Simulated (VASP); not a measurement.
The system is Ga3I2.

```xyz
10
Lattice="3.5430 2.0456 6.4489 -3.5430 2.0456 6.4489 0.0000 -4.0911 6.4489" Properties=species:S:1:pos:R:3 pbc="T T T"
Ga   -1.3729   -2.0456    8.0611
Ga    2.4580   -0.1662    8.0611
Ga   -1.0851    2.2118    8.0611
Ga    1.3729    2.0456   11.2855
Ga   -2.4580    0.1662   11.2855
Ga    1.0851   -2.2118   11.2855
I     0.0000    0.0000   16.4868
I     0.0000    0.0000   12.5331
I     0.0000    0.0000    2.8598
I     0.0000    0.0000    6.8135
```

- Program: VASP 6.6.1
- Task: relaxation of cell and atoms
- Functional: PBE
- Potentials or basis: VASP PAW PBE potentials, release 64 (Ga_d, I)
- Cutoff: 600 eV
- k mesh: 3 × 3 × 3
- Occupations: gaussian, width 0.1 eV
- Spin: no spin polarisation

At the start: pressure 12.1 GPa; volume 28.04 Å³/atom.

Q: Where does the relaxation end?

A: Over 17 steps the energy falls by 443.7 meV/atom and the volume is 44.07 Å³/atom (+57.1 %); space group R-3c (No. 167, to 0.1 Å) before and after.

Step by step:
| step | energy change (eV) | largest force (eV/Å) | pressure (GPa) | volume (Å³) |
| --- | --- | --- | --- | --- |
| 1 | 0.0000 | 0.3523 | 12.05 | 280.43 |
| 2 | -3.9186 | 0.2030 | 2.31 | 374.99 |
| 3 | -4.2598 | 0.1564 | -0.51 | 447.28 |
| 4 | -4.2857 | 0.1625 | -0.13 | 432.79 |
| 5 | -4.2863 | 0.1643 | -0.03 | 429.30 |
| 6 | -4.3000 | 0.1559 | -0.01 | 428.78 |
| 7 | -4.3335 | 0.1310 | 0.03 | 427.18 |
| 8 | -4.3612 | 0.0843 | 0.20 | 423.89 |
| 9 | -4.3767 | 0.0842 | -0.03 | 433.31 |
| 10 | -4.3793 | 0.0818 | -0.16 | 438.72 |
| 11 | -4.3950 | 0.0776 | -0.12 | 438.69 |
| 12 | -4.4251 | 0.0752 | 0.02 | 438.53 |
| 13 | -4.3875 | 0.1538 | 0.35 | 437.85 |
| 14 | -4.4292 | 0.0778 | 0.08 | 438.42 |
| 15 | -4.4324 | 0.0300 | -0.13 | 444.73 |
| 16 | -4.4327 | 0.0413 | -0.08 | 443.24 |
| 17 | -4.4366 | 0.0320 | -0.05 | 440.69 |

Final structure:
```
Ga I
1.0
     4.15384    2.39822    7.37298
    -4.15384    2.39822    7.37298
     0.00000   -4.79644    7.37298
Ga I
6 4
Direct
  0.01881 0.48119 0.75000
  0.75000 0.01881 0.48119
  0.48119 0.75000 0.01881
  0.98119 0.51881 0.25000
  0.25000 0.98119 0.51881
  0.51881 0.25000 0.98119
  0.85180 0.85180 0.85180
  0.64820 0.64820 0.64820
  0.14820 0.14820 0.14820
  0.35180 0.35180 0.35180
```

Caveat: the volume moved by over 15 % at a fixed basis, so the end points are rough.
